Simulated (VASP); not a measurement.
**Ag2HCl2: single point with PBE+D3(BJ)**

System: Ag2HCl2, a slab with vacuum.

```
CELL_PARAMETERS angstrom
3.89662 0.00000 0.00000
0.00000 3.89662 0.00000
0.00000 0.00000 20.14787
ATOMIC_POSITIONS crystal
Ag 0.00000 0.00000 0.19853
Ag 0.50000 0.50000 0.33376
Cl 0.50000 0.50000 0.19853
Cl 0.00000 0.00000 0.33988
H 0.00000 0.12500 0.46396
```

* Program: VASP 6.6.1
* Task: single point
* Functional: PBE
* Dispersion: D3(BJ)
* Potentials or basis: VASP PAW PBE potentials, release 64 (Ag_sv_GW, Cl, H)
* Cutoff: 470 eV
* k mesh: 7 × 7 × 1
* Occupations: gaussian, width 0.05 eV
* Spin: collinear spin
* Starting moments: [0.0, 0.0, 0.0, 0.0, 1.0] μB

```json
{
  "Largest force": "0.262 eV/Å",
  "Band gap on the k mesh": "1.03 eV (least direct gap 2.12 eV)",
  "Net moment": "1.00 μB per cell",
  "Site moments": "Ag +0.00; Cl +0.00, +0.04; H +0.37 μB",
  "Valence electrons inside the program's atomic spheres": "Ag 16.79; Cl 5.07; H 0.38",
  "Dispersion energy per atom": "-0.183 eV"
}
```

Forces in eV/Å, atoms in the order of the input:
```
Ag   0.000 -0.001  0.262
Ag   0.000  0.000  0.042
Cl   0.000 -0.001 -0.258
Cl   0.000 -0.033 -0.131
H    0.000  0.035  0.085
```

Levels at points of the mesh, in eV from the valence-band top:
Spin up:
| k point | band 24 | band 25 | band 26 | band 27 | band 28 | band 29 | band 30 | band 31 |
| --- | --- | --- | --- | --- | --- | --- | --- | --- |
| (0.00, 0.00, 0.00) | -1.90 | -1.90 | -1.62 | -1.09 | 1.34 | 2.34 | 4.79 | 5.66 |
Spin down:
| k point | band 22 | band 23 | band 24 | band 25 | band 26 | band 27 | band 28 | band 29 | band 30 | band 31 |
| --- | --- | --- | --- | --- | --- | --- | --- | --- | --- | --- |
| (0.00, 0.00, 0.00) | -2.31 | -2.20 | -1.90 | -1.90 | -1.45 | 1.03 | 2.15 | 3.36 | 4.82 | 5.95 |

Run time: 6.4 min on 1 thread of AMD EPYC 9R45 (Zen 5), with other jobs on the host, peak memory 0.54 GiB.
